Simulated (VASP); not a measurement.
A run of VASP 6.6.1 is set up as follows.

The input INCAR:

```
PREC = Accurate
ENCUT = 500
EDIFF = 1E-6
ISMEAR = 0
SIGMA = 0.01
LREAL = F
LASPH = T
NELM = 120
ALGO = Normal
ISIF = 2
LWAVE = F
LCHARG = F
NBANDS = 11
GGA_COMPAT = F
```

The input KPOINTS:

```
Automatic mesh
0
Gamma
  4 4 4
```

Contents of POSCAR:

```
Si
1.0
    3.8375530000      0.0000000000      0.0000000000
    1.9187765000      3.3234183864      0.0000000000
    1.9187765000      1.1078061288      3.1333489036
Si
2
Direct
    0.7500000000      0.7500000000      0.7500000000
    0.5000000000      0.5000000000      0.5000000000
```

Potentials or basis: VASP PAW LDA potentials, release 64 (Si).

Command:

```console
$ cat potpaw_LDA.64/Si/POTCAR > POTCAR
$ mpirun -np 1 vasp_std > vasp.out
```

Task: Estimate the band gap on the k mesh.

Result: 0.57 eV, indirect (least direct gap 2.50 eV).

Task: Predict the pressure.

Result: -0.7 GPa.

Caveat: the k points lie up to 0.50 Å⁻¹ apart. A k mesh can miss the band edges.
